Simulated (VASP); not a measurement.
# Au (Im-3m) in VASP: a series of runs

Au is run at these levels: PBEsol; tasks: relaxation of cell and atoms.

Program: VASP 6.6.1. These are calculated values, not measurements. Logs are shortened: lines on timing, memory, paths and dates and some standing lists are left out, and cuts for length are marked.

## 1. The cell of the first run

The structure is cubic, space group Im-3m (No. 229). The conventional cell has a = 3.230 Å, b = 3.230 Å, c = 3.230 Å, α = 90.00°, β = 90.00°, γ = 90.00°. Within 3.7 Å of Au (site symmetry m-3m) lie 14 Au at 2.80 to 3.23 Å.

## 2. Relaxation of cell and atoms, PBEsol, target pressure 20 GPa, at which the enthalpy is minimised

Contents of INCAR:

```
SYSTEM = Au
PREC = Accurate
ENCUT = 500
EDIFF = 1E-7
ISMEAR = -1
SIGMA = 0.05
LREAL = .False.
LASPH = .True.
NELM = 120
ALGO = Normal
ISIF = 3
LWAVE = .False.
LCHARG = .False.
GGA = PS
IBRION = 2
NSW = 50
EDIFFG = -0.02
PSTRESS = 200.0
GGA_COMPAT = .False.
NELMIN = 4
```

Contents of KPOINTS:

```
Automatic mesh
0
Gamma
  9 9 9
  0 0 0
```

Contents of POSCAR:

```
Au
1.0
    1.6150000000      1.6150000000      1.6150000000
   -1.6150000000      1.6150000000      1.6150000000
   -1.6150000000     -1.6150000000      1.6150000000
Au
1
Direct
    0.0000000000      0.0000000000      0.0000000000
```

Potentials or basis: VASP PAW PBE potentials, release 64 (Au).

Started as:

```sh
$ cat potpaw_PBE.64/Au/POTCAR > POTCAR
$ mpirun -np 1 vasp_std > vasp.out
```

OUTCAR:

```text
SYSTEM = Au
   PREC = Accurate
   ENCUT = 500
   EDIFF = 1E-7
   ISMEAR = -1
   LREAL = .False.
   LASPH = .True.
   NELM = 120
   ISIF = 3
   GGA = PS
   IBRION = 2
   NSW = 50
   EDIFFG = -0.02
   PSTRESS = 200.0
   NELMIN = 4

 ion  position               nearest neighbor table
   1  0.000  0.000  0.000-

  LATTYP: Found a body centered cubic cell.
 ALAT       =     3.2300000000

  Lattice vectors:

 A1 = (   1.6150000000,  -1.6150000000,  -1.6150000000)
 A2 = (   1.6150000000,   1.6150000000,   1.6150000000)
 A3 = (  -1.6150000000,  -1.6150000000,   1.6150000000)

Analysis of symmetry for initial positions (statically):
=====================================================================
 Subroutine PRICEL returns:
 Original cell was already a primitive cell.

 Routine SETGRP: Setting up the symmetry group for a
 body centered cubic supercell.

 Subroutine GETGRP returns: Found 48 space group operations
 (whereof 48 operations were pure point group operations)
 out of a pool of 48 trial point group operations.

The static configuration has the point symmetry O_h .

Analysis of symmetry for dynamics (positions and initial velocities):
=====================================================================
 Subroutine PRICEL returns:
 Original cell was already a primitive cell.

 Routine SETGRP: Setting up the symmetry group for a
 body centered cubic supercell.

 Subroutine GETGRP returns: Found 48 space group operations
 (whereof 48 operations were pure point group operations)
 out of a pool of 48 trial point group operations.

The dynamic configuration has the point symmetry O_h .

 Subroutine INISYM returns: Found 48 space group operations
 (whereof 48 operations are pure point group operations),
 and found     1 'primitive' translations

----------------------------------------------------------------------------------------

                                     Primitive cell

  volume of cell :      16.8491

  direct lattice vectors                    reciprocal lattice vectors
     1.615000000  1.615000000  1.615000000     0.309597523  0.000000000  0.309597523
    -1.615000000  1.615000000  1.615000000    -0.309597523  0.309597523  0.000000000
    -1.615000000 -1.615000000  1.615000000     0.000000000 -0.309597523  0.309597523

  length of vectors
     2.797262054  2.797262054  2.797262054     0.437837016  0.437837016  0.437837016

  position of ions in fractional coordinates (direct lattice)
     0.000000000  0.000000000  0.000000000

  ion indices of the primitive-cell ions
   primitive index   ion index
                 1           1

----------------------------------------------------------------------------------------
[... 58 lines left out ...]
   NGX,Y,Z   is equivalent  to a cutoff of  11.89, 11.89, 11.89 a.u.
   NGXF,Y,Z  is equivalent  to a cutoff of  23.77, 23.77, 23.77 a.u.
 SYSTEM =  Au
   PREC   = accura    normal or accurate (medium, high low for compatibility)
   ISTART =      0    job   : 0-new  1-cont  2-samecut
   ICHARG =      2    charge: 1-file 2-atom 10-const
   ISPIN  =      1    spin polarized calculation?
   LNONCOLLINEAR =      F non collinear calculations
   LSORBIT =      F    spin-orbit coupling
   LASPH  =      T    aspherical Exc in radial PAW
   ENCUT  =  500.0 eV  36.75 Ry    6.06 a.u.   5.10  5.10  5.10*2*pi/ulx,y,z
   NELM   =    120;   NELMIN=  4; NELMDL= -5     # of ELM steps
   EDIFF  = 0.1E-06   stopping-criterion for ELM
   LREAL  =      F    real-space projection
   EDIFFG = -.2E-01   stopping-criterion for IOM
   NSW    =     50    number of steps for IOM
   IBRION =      2    ionic relax: 0-MD 1-quasi-New 2-CG
   NFREE  =      1    steps in history (QN), initial steepest desc. (CG)
   ISIF   =      3    stress and relaxation
   ISYM   =      2    0-nonsym 1-usesym 2-fastsym
   POTIM  = 0.5000    time-step for ionic-motion
   TEBEG  =    0.0;   TEEND  =   0.0 temperature during run
   PSTRESS=  200.0 pullay stress
   NELECT =      11.0000    total number of electrons
   NUPDOWN=      -1.0000    fix difference up-down
   EMIN   =  10.00;   EMAX   =-10.00  energy-range for DOS
   EFERMI =   0.00;   METHOD = LEGACY
   ISMEAR =    -1;   SIGMA  =   0.05  broadening in eV -4-tet -1-fermi 0-gaus
   EFERMI_NEDOS =   21; number of points for ismear=-14 and -15
   IALGO  =     38    algorithm
   IMIX   =      4    mixing-type and parameters
     AMIX     =   0.40;   BMIX     =  1.00
     AMIX_MAG =   1.60;   BMIX_MAG =  1.00
  volume/ion in A,a.u.               =      16.85       113.70
  Fermi-wavevector in a.u.,A,eV,Ry     =   1.420190  2.683770 27.442141  2.016940
  Thomas-Fermi vector in A             =   2.541132
   LORBIT       =      0    0 simple, 1 ext, 2 COOP (PROOUT), +10 PAW based schemes
   GGA     = PS    functional components
   LHFCALC =     F    Hartree Fock is set to
   AEXX    =    0.0000 exact exchange contribution
   IVDW    =     0    specifies the selected vdW correction
   LEPSILON=     F    determine dielectric tensor
   LRPA    =     F    only Hartree local field effects (RPA)
 conjugate gradient relaxation of ions
 non-spin polarized calculation
  energy-cutoff  :      500.00
  volume of cell :       16.85
 maximum number of plane-waves:       437
   NGX = 11   NGY = 11   NGZ = 11

--------------------------------------- Ionic step        1  -------------------------------------------

 number of electron      11.0000004 magnetization

 Free energy of the ion-electron system (eV)
  ---------------------------------------------------
  ext. energy  EPLUGINS =         0.00000000
  ---------------------------------------------------
  free energy    TOTEN  =        -3.89466428 eV

  energy without entropy =       -3.88798534  energy(sigma->0) =       -3.89132481

 E-fermi :   9.3151     XC(G=0): -12.9518

 val. band max:        8.8322304293   @ k =   0.4444   0.2222   0.0000
 cond. band min:       9.3166199985   @ k =   0.4444   0.2222   0.1111
 fundamental gap:      0.4843895692
 Fermi energy:         9.3150744078

 k-point     1 :       0.0000    0.0000    0.0000
  band No.  band energies     occupation
      1      -0.5610      2.00000
      2       4.5632      2.00000
      3       4.5632      2.00000
      4       4.5632      2.00000
      5       6.5491      2.00000
      6       6.5491      2.00000
      7      25.9678      0.00000
      8      25.9678      0.00000
      9      25.9678      0.00000
[... 423 lines left out ...]
--------------------------------------- Ionic step        5  -------------------------------------------

 number of electron      10.9999996 magnetization

 Free energy of the ion-electron system (eV)
  ---------------------------------------------------
  ext. energy  EPLUGINS =         0.00000000
  ---------------------------------------------------
  free energy    TOTEN  =        -3.81221702 eV

  energy without entropy =       -3.80616414  energy(sigma->0) =       -3.80919058

 E-fermi :  10.6631     XC(G=0): -13.4140

 val. band max:       10.6183754964   @ k =   0.4444   0.1111   0.1111
 cond. band min:      10.7054522155   @ k =   0.4444   0.2222   0.1111
 fundamental gap:      0.0870767191
 Fermi energy:        10.6631408866

 k-point     1 :       0.0000    0.0000    0.0000
  band No.  band energies     occupation
      1      -0.0593      2.00000
      2       5.4539      2.00000
      3       5.4539      2.00000
      4       5.4539      2.00000
      5       7.6980      2.00000
      6       7.6980      2.00000
      7      27.2975      0.00000
      8      27.2975      0.00000
      9      27.2975      0.00000
[... 308 lines left out ...]
  energy  without entropy=       -3.8061641362  energy(sigma->0) =       -3.80919058

  enthalpy is  TOTEN    =        -1.8646709069 eV   P V=        1.9475461106

 reached required accuracy - stopping structural energy minimisation
```

OSZICAR:

```text
N       E                     dE             d eps       ncg     rms          rms(c)
DAV:   1     0.377257189911E+02    0.37726E+02   -0.57575E+03   710   0.106E+03
DAV:   2    -0.394822682114E+01   -0.41674E+02   -0.39749E+02   660   0.195E+02
DAV:   3    -0.423730756193E+01   -0.28908E+00   -0.28859E+00   734   0.170E+01
[... 40 lines left out ...]
DAV:   1    -0.381258337835E+01    0.30391E-02   -0.78646E-03   633   0.100E+00    0.116E-01
DAV:   2    -0.381223332599E+01    0.35005E-03   -0.11223E-03   632   0.329E-01    0.534E-02
DAV:   3    -0.381221584666E+01    0.17479E-04   -0.82629E-05   644   0.849E-02    0.360E-02
DAV:   4    -0.381221700460E+01   -0.11579E-05   -0.29139E-06   654   0.150E-02    0.589E-04
DAV:   5    -0.381221701750E+01   -0.12896E-07   -0.38676E-08   384   0.206E-03
   5 F= -.18646709E+01 E0= -.18616445E+01  d E =-.732861E-01
```

CONTCAR:

```text
Au
   1.00000000000000
     1.5741137581566276    1.5741137581566276    1.5741137581566276
    -1.5741137581566276    1.5741137581566276    1.5741137581566276
    -1.5741137581566276   -1.5741137581566276    1.5741137581566276
  Au
     1
Direct
     0.0000000000000000    0.0000000000000000    0.0000000000000000

  0.00000000E+00  0.00000000E+00  0.00000000E+00
```

Run time: 11 s. Hardware: 1 thread of Intel Xeon Platinum 8488C (Sapphire Rapids), shared host; peak memory 0.13 GiB.

What came out:

| Item | Value |
| --- | --- |
| Free energy | -3.8122 eV |
| Relaxed volume | 15.60 Å³/atom |
| Relaxed cell | a = 2.726 Å, b = 2.726 Å, c = 2.726 Å, α = 70.53°, β = 109.47°, γ = 70.53° |
| Space group after relaxing (to 0.05 Å) | Im-3m (No. 229) |
| Energy change on relaxing (the enthalpy is what falls) | +82.4 meV/atom |
| Ionic steps | 5 |
| Pressure after relaxing | 20.0 GPa |

Step by step:
```tsv
step	energy change (eV)	largest force (eV/Å)	pressure (GPa)	volume (Å³)
1	0.0000	0.0000	2.59	16.85
2	1.1097	0.0000	113.43	12.77
3	0.0718	0.0000	18.47	15.69
4	0.0790	0.0000	19.52	15.63
5	0.0824	0.0000	20.02	15.60
```

Final structure:
```
Au
1.0
     1.57411    1.57411    1.57411
    -1.57411    1.57411    1.57411
    -1.57411   -1.57411    1.57411
Au
1
Cartesian
  0.0000 0.0000 0.0000
```

Caveat: the cell is relaxed towards a set pressure, so the enthalpy falls and the energy may rise; the PAW data sets were made with another functional, which shifts forces and pressure a little; spin-orbit coupling is left out, which moves the levels of the heavy elements.

## 3. Relaxation of cell and atoms, PBEsol, target pressure 40 GPa, at which the enthalpy is minimised

Contents of INCAR:

```
  PREC = Accurate
  ENCUT = 500
  EDIFF = 1E-7
  ISMEAR = -1
  SIGMA = 0.05
  LREAL = False
  LASPH = True
  NELM = 120
  ALGO = Normal
  ISIF = 3
  LWAVE = False
  LCHARG = False
  GGA = PS
  IBRION = 2
  NSW = 50
  EDIFFG = -0.02
  PSTRESS = 400.0
  GGA_COMPAT = False
  NELMIN = 4
```

Contents of KPOINTS:

```
regular mesh
0
Gamma
  9 9 9
```

POSCAR is that of step 2.

Potentials or basis: VASP PAW PBE potentials, release 64 (Au).

Started as:

```sh
$ cat potpaw_PBE.64/Au/POTCAR > POTCAR
$ mpirun -np 1 vasp_std > vasp.out
```

Wall time 12 s (1 thread of Intel Xeon Platinum 8488C (Sapphire Rapids), shared host); peak memory 0.14 GiB.

Results (log left out):

```
Free energy                                            : -3.6403 eV
Relaxed volume                                         : 14.67 Å³/atom
Relaxed cell                                           : a = 2.671 Å, b = 2.671 Å, c = 2.671 Å, α = 70.53°, β = 109.47°, γ = 70.53°
Space group after relaxing (to 0.05 Å)                 : Im-3m (No. 229)
Energy change on relaxing (the enthalpy is what falls) : +254.4 meV/atom
Ionic steps                                            : 5
Pressure after relaxing                                : 40.1 GPa
```

The path:
```csv
step,energy change (eV),largest force (eV/Å),pressure (GPa),volume (Å³)
1,0.0000,0.0000,2.59,16.85
2,8.4045,0.0000,643.38,8.96
3,0.1687,0.0000,30.88,15.05
4,0.2050,0.0000,34.93,14.88
5,0.2544,0.0000,40.15,14.67
```

Final structure:
```yaml
crystal:
  lattice:
    - [1.54200, 1.54200, 1.54200]
    - [-1.54200, 1.54200, 1.54200]
    - [-1.54200, -1.54200, 1.54200]
  atoms:
    - { symbol: Au, position: [0.00000, 0.00000, 0.00000] }
```

Levels at points of the mesh, in eV from the Fermi level:
| k point | band 4 | band 5 | band 6 | band 7 | band 8 | band 9 |
| --- | --- | --- | --- | --- | --- | --- |
| (0.00, 0.00, 0.00) | -5.63 | -3.16 | -3.16 | 16.56 | 16.56 | 16.56 |

Caveat: the cell is relaxed towards a set pressure, so the enthalpy falls and the energy may rise; the PAW data sets were made with another functional, which shifts forces and pressure a little; spin-orbit coupling is left out, which moves the levels of the heavy elements.

## 4. Relaxation of cell and atoms, PBEsol, target pressure 60 GPa, at which the enthalpy is minimised

Contents of INCAR:

```
SYSTEM = Au
PREC = Accurate
ENCUT = 500
EDIFF = 1E-7
ISMEAR = -1
SIGMA = 0.05
LREAL = .False.
LASPH = .True.
NELM = 120
ALGO = Normal
ISIF = 3
LWAVE = .False.
LCHARG = .False.
GGA = PS
IBRION = 2
NSW = 50
EDIFFG = -0.02
PSTRESS = 600.0
GGA_COMPAT = .False.
NELMIN = 4
```

Contents of KPOINTS:

```
regular mesh
0
Gamma
  9 9 9
  0 0 0
```

POSCAR is that of step 3.

Potentials or basis: VASP PAW PBE potentials, release 64 (Au).

Started as:

```sh
$ cat potpaw_PBE.64/Au/POTCAR > POTCAR
$ mpirun -np 1 vasp_std > vasp.out
```

OUTCAR:

```text
SYSTEM = Au
   PREC = Accurate
   ENCUT = 500
   EDIFF = 1E-7
   ISMEAR = -1
   LREAL = .False.
   LASPH = .True.
   NELM = 120
   ISIF = 3
   GGA = PS
   IBRION = 2
   NSW = 50
   EDIFFG = -0.02
   PSTRESS = 600.0
   NELMIN = 4

 ion  position               nearest neighbor table
   1  0.000  0.000  0.000-

  LATTYP: Found a body centered cubic cell.
 ALAT       =     3.2300000000

  Lattice vectors:

 A1 = (   1.6150000000,  -1.6150000000,  -1.6150000000)
 A2 = (   1.6150000000,   1.6150000000,   1.6150000000)
 A3 = (  -1.6150000000,  -1.6150000000,   1.6150000000)

Analysis of symmetry for initial positions (statically):
=====================================================================
 Subroutine PRICEL returns:
 Original cell was already a primitive cell.

[... 172 lines left out ...]
 cond. band min:       9.3166199985   @ k =   0.4444   0.2222   0.1111
 fundamental gap:      0.4843895692
 Fermi energy:         9.3150744078

 k-point     1 :       0.0000    0.0000    0.0000
  band No.  band energies     occupation
      1      -0.5610      2.00000
      2       4.5632      2.00000
      3       4.5632      2.00000
      4       4.5632      2.00000
      5       6.5491      2.00000
      6       6.5491      2.00000
      7      25.9678      0.00000
      8      25.9678      0.00000
      9      25.9678      0.00000
[... 571 lines left out ...]
--------------------------------------- Ionic step        9  -------------------------------------------

 number of electron      10.9999999 magnetization

 Free energy of the ion-electron system (eV)
  ---------------------------------------------------
  ext. energy  EPLUGINS =         0.00000000
  ---------------------------------------------------
  free energy    TOTEN  =        -3.43231475 eV

  energy without entropy =       -3.42892693  energy(sigma->0) =       -3.43062084

 E-fermi :  12.8216     XC(G=0): -14.0793

 val. band max:       12.6304268421   @ k =   0.4444   0.1111   0.1111
 cond. band min:      12.9032205373   @ k =   0.4444   0.2222   0.1111
 fundamental gap:      0.2727936952
 Fermi energy:        12.8216161746

 k-point     1 :       0.0000    0.0000    0.0000
  band No.  band energies     occupation
      1       0.7513      2.00000
      2       6.8343      2.00000
      3       6.8343      2.00000
      4       6.8343      2.00000
      5       9.4914      2.00000
      6       9.4914      2.00000
      7      29.2707      0.00000
      8      29.2707      0.00000
      9      29.2707      0.00000
[... 308 lines left out ...]
  energy  without entropy=       -3.4289269302  energy(sigma->0) =       -3.43062084

  enthalpy is  TOTEN    =         1.8085894342 eV   P V=        5.2409041854

 reached required accuracy - stopping structural energy minimisation
```

CONTCAR:

```text
Au
   1.00000000000000
     1.5181051499561726    1.5181051499561726    1.5181051499561726
    -1.5181051499561726    1.5181051499561726    1.5181051499561726
    -1.5181051499561726   -1.5181051499561726    1.5181051499561726
  Au
     1
Direct
     0.0000000000000000    0.0000000000000000    0.0000000000000000

  0.00000000E+00  0.00000000E+00  0.00000000E+00
```

Run time: 19 s. Hardware: 1 thread of Intel Xeon Platinum 8488C (Sapphire Rapids), shared host; peak memory 0.14 GiB.

Results:

```
Free energy                                            : -3.4323 eV
Relaxed volume                                         : 13.99 Å³/atom
Relaxed cell                                           : a = 2.629 Å, b = 2.629 Å, c = 2.629 Å, α = 70.53°, β = 109.47°, γ = 70.53°
Space group after relaxing (to 0.05 Å)                 : Im-3m (No. 229)
Energy change on relaxing (the enthalpy is what falls) : +462.3 meV/atom
Ionic steps                                            : 9
Pressure after relaxing                                : 60.0 GPa
```

The path:
```tsv
step	energy change (eV)	largest force (eV/Å)	pressure (GPa)	volume (Å³)
1	0.0000	0.0000	2.59	16.85
2	34.4883	0.0000	2691.69	6.00
3	0.0399	0.0000	13.34	16.01
4	0.1077	0.0000	23.46	15.42
5	0.5676	0.0000	69.31	13.73
6	0.4475	0.0000	58.67	14.03
7	0.4671	0.0000	60.43	13.98
8	0.4433	0.0000	58.31	14.05
9	0.4623	0.0000	60.00	13.99
```

Final structure:
```
CELL_PARAMETERS angstrom
1.51811 1.51811 1.51811
-1.51811 1.51811 1.51811
-1.51811 -1.51811 1.51811
ATOMIC_POSITIONS crystal
Au 0.00000 0.00000 0.00000
```

Caveat: the cell is relaxed towards a set pressure, so the enthalpy falls and the energy may rise; the volume moved by over 15 % at a fixed basis, so the end points are rough; the PAW data sets were made with another functional, which shifts forces and pressure a little; spin-orbit coupling is left out, which moves the levels of the heavy elements.

## 5. The runs side by side

```tsv
cell	gap on the mesh (eV)	pressure (GPa)
relaxed to 20 GPa	none	20.0
relaxed to 40 GPa	none	40.1
relaxed to 60 GPa	none	60.0
```

Alike in all rows: task relaxation of cell and atoms; level PBEsol; potentials or basis VASP PAW PBE potentials, release 64 (Au); no spin polarisation; k mesh 9 × 9 × 9; cutoff (eV) 500; smearing fermi-dirac 0.05 eV.

Caveats: the cell is relaxed towards a set pressure, so the enthalpy falls and the energy may rise; the PAW data sets were made with another functional, which shifts forces and pressure a little; spin-orbit coupling is left out, which moves the levels of the heavy elements; the volume moved by over 15 % at a fixed basis, so the end points are rough (some runs).

Absolute energies hang on the potentials; compare differences alone.
